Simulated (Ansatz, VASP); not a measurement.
Be4ZnTe in VASP and in Ansatz

```xyz
6
Lattice="3.0202 0.0000 0.0000 0.0000 3.0202 0.0000 0.0000 0.0000 9.1956" Properties=species:S:1:pos:R:3 pbc="T T T"
Be    1.5101    1.5101    1.7526
Be    0.0000    0.0000    7.6369
Be    1.5101    1.5101    8.6977
Be    0.0000    0.0000    0.5442
Zn    0.0000    0.0000    2.9526
Te    1.5101    1.5101    6.0025
```

Change from the starting cell: species swapped into the Ta4SeS type (P4mm, No. 99).

Alike in both runs: functional PBE; k mesh 5 × 5 × 2; occupations gaussian, width 0.2 eV; no spin polarisation.

Ansatz relaxed the structure, and its values are those at the end. VASP's run is a single point on that final structure, the one shown.

```csv
,VASP,Ansatz
version,VASP 6.6.1,Ansatz 0.2.0
potentials or method,"VASP PAW PBE potentials, release 64 (Be, Zn, Te), cutoff 600 eV","scalar-relativistic, plane waves, PAW"
valence electrons in the cell,26,36
```

|  | VASP | Ansatz | Ansatz less VASP |
| --- | --- | --- | --- |
| gap on the k mesh at the Fermi level (eV) | none | none | - |
| pressure (GPa) | 0.2 | 0.1 | -0.09 |
| rms of the force components (eV/Å) | 0.013 | 0.015 | +0.0021 |

A gap of «none» marks a metal or a gap that the smearing closes. VASP's potentials hold 26 valence electrons a cell and Ansatz's 36, so a difference there can come from the potentials and not from the codes.

The k mesh is coarse, so the values compare programs but aren't converged. Neither program's run includes spin-orbit coupling.
